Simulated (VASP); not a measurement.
Write the native input for VASP 6.6.1 that does the following.

```yaml
Task: single point
Functional: PBEsol
Dispersion: D3(BJ)
Potentials_or_basis: VASP PAW PBE potentials, release 64 (Ca_sv)
Cutoff: 500 eV
k_mesh: 6 × 6 × 6
Occupations: gaussian, width 0.05 eV
Spin: no spin polarisation
Dipole_correction: no
Further_INCAR_settings: ALGO = Normal; EDIFF = 1e-06; NBANDS = 11
```

The structure of Ca lies in POSCAR:

```
Ca
1.0
    3.3684701848      0.0000000000      0.0000000000
    0.0000000000      3.3684701848      0.0000000000
    0.0000000000      0.0000000000      3.3684701848
Ca
1
Direct
    0.0000000000      0.0000000000      0.0000000000
```

One way to write it, as run:

INCAR

```
  ALGO = Normal
  EDIFF = 1E-6
  ENCUT = 500
  GGA = PS
  GGA_COMPAT = F
  ISIF = 2
  ISMEAR = 0
  IVDW = 12
  LASPH = T
  LCHARG = T
  LELF = T
  LREAL = F
  LVHAR = T
  LWAVE = F
  NBANDS = 11
  NELM = 120
  PREC = Accurate
  SIGMA = 0.05
```

KPOINTS

```
k-points
0
Gamma
  6 6 6
```

Potentials or basis: VASP PAW PBE potentials, release 64 (Ca_sv).

Command:

```console
$ cat potpaw_PBE.64/Ca_sv/POTCAR > POTCAR
$ mpirun -np 1 vasp_std > vasp.out
```

It gave:

| Quantity | Value |
| --- | --- |
| Pressure | -0.1 GPa |
| Band gap on the k mesh | zero (band 5 reaches 2.79 eV, above the bottom of band 6 at 1.75 eV) |
| Dispersion energy per atom | -0.267 eV |

Caveat: three body term missing; the PAW data sets were made with another functional, which shifts forces and pressure a little; pairwise dispersion overbinds metals, which lowers pressure and volume.

It took 7 s on 1 thread of Intel(R) Xeon(R) Platinum 8488C (Sapphire Rapids), on a shared host, peak memory 0.16 GiB.
